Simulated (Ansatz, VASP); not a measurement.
## Two plane-wave programs on Y

```xyz
1
Lattice="0.0000 2.5333 2.5333 2.5333 0.0000 2.5333 2.5333 2.5333 0.0000" Properties=species:S:1:pos:R:3 pbc="T T T"
Y     0.0000    0.0000    0.0000
```

Alike in both runs: task single point; functional r2SCAN; k mesh 14 × 14 × 14; occupations gaussian, width 0.05 eV; no spin polarisation.

|  | VASP | Ansatz |
| --- | --- | --- |
| version | VASP 6.6.1 | Ansatz 0.2.0 |
| potentials or method | VASP PAW PBE potentials, release 64 (Y_sv), cutoff 520 eV | scalar-relativistic, plane waves, PAW |
| valence electrons in the cell | 11 | 11 |

VASP gave:

* pressure (GPa): 0.9

Which values does Ansatz return?

Pressure (GPa): 0.8.

VASP's potentials were made for PBE, not for r2SCAN. With one functional, cell and mesh, what is left measures potentials, basis and numerics.
